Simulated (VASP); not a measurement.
**C: single point with PBE+D3(BJ)**

Crystal: C.

```
CELL_PARAMETERS angstrom
2.45987 0.00000 0.00000
-1.22994 2.13031 0.00000
0.00000 0.00000 6.36046
ATOMIC_POSITIONS crystal
C 0.00000 0.00000 0.00250
C 0.00000 0.00000 0.50250
C 0.33333 0.66667 0.00250
C 0.66667 0.33333 0.50250
```

```yaml
Program: VASP 6.6.1
Task: single point
Functional: PBE
Dispersion: D3(BJ)
Potentials_or_basis: VASP PAW PBE potentials, release 64 (C)
Cutoff: 520 eV
k_mesh: 18 × 18 × 6
Occupations: gaussian, width 0.1 eV
Spin: no spin polarisation
Dipole_correction: no
Further_INCAR_settings: ALGO = Normal; EDIFF = 1e-06; NBANDS = 16
```

* Pressure: 3.2 GPa
* Band gap on the k mesh: zero (bands 8 and 9 overlap by 0.05 eV)
* Dispersion energy per atom: -0.167 eV

Stress tensor (GPa, compression positive):
```
3.48 0.00 0.00
0.00 3.48 0.00
0.00 0.00 2.65
```

Levels at points of the mesh, in eV from the Fermi level:
| k point | band 6 | band 7 | band 8 | band 9 | band 10 | band 11 |
| --- | --- | --- | --- | --- | --- | --- |
| (0.00, 0.00, 0.00) | -2.99 | -2.96 | -2.96 | 4.78 | 8.37 | 8.37 |
| (0.50, 0.00, 0.00) | -6.33 | -2.92 | -2.03 | 1.57 | 2.37 | 7.20 |
| (0.00, 0.00, 0.50) | -2.98 | -2.98 | -2.98 | 7.87 | 7.87 | 8.41 |
| (0.50, 0.00, 0.50) | -6.38 | -2.35 | -2.35 | 1.66 | 1.66 | 7.48 |

Run time: 92 s on 1 thread of Intel Xeon 8259CL, with other jobs on the host, peak memory 0.19 GiB.

Caveat: the cell stands under pressure.
